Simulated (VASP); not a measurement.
Write the native input for VASP 6.6.1 that does the following.

```
Task                   : single point
Functional             : PBEsol
Potentials or basis    : VASP PAW PBE potentials, release 64 (Hf_pv, Ge_d)
Cutoff                 : 520 eV
k mesh                 : 13 × 13 × 13
Occupations            : fermi-dirac, width 0.05 eV
Spin                   : no spin polarisation
Dipole correction      : no
Further INCAR settings : ALGO = Normal; EDIFF = 1e-06; NBANDS = 19
```

The structure of HfGe (CsCl type) lies in POSCAR:

```
HfGe
1.0
    2.8653107692      0.0000000000      0.0000000000
    0.0000000000      2.8653107692      0.0000000000
    0.0000000000      0.0000000000      2.8653107692
Hf Ge
1 1
Direct
    0.0000000000      0.0000000000      0.0000000000
    0.5000000000      0.5000000000      0.5000000000
```

This cell differs from its parent crystal: volume scaled by 0.65.

The input as run:

INCAR

```
ALGO = Normal
EDIFF = 1E-6
ENCUT = 520
GGA = PS
ISIF = 2
ISMEAR = -1
LASPH = T
LCHARG = F
LREAL = F
LWAVE = F
NBANDS = 19
NELM = 80
PREC = Accurate
SIGMA = 0.05
```

KPOINTS

```
k-points
0
Gamma
  13 13 13
```

Potentials or basis: VASP PAW PBE potentials, release 64 (Hf_pv, Ge_d).

The run is started by

```console
$ cat potpaw_PBE.64/Hf_pv/POTCAR potpaw_PBE.64/Ge_d/POTCAR > POTCAR
$ mpirun -np 1 vasp_std > vasp.out
```

Results of the run:

```yaml
Pressure: 130.8 GPa
Band_gap_on_the_k_mesh: zero (band 12 reaches 14.93 eV, above the bottom of band 13 at 10.24 eV)
```

Caveat: the PAW data sets were made with another functional, which shifts forces and pressure a little; spin-orbit coupling is left out, which moves the levels of the heavy elements.

Run time: 23 s on 1 thread of AMD EPYC 9R14 (Zen 4), on a shared host, peak memory 0.13 GiB.
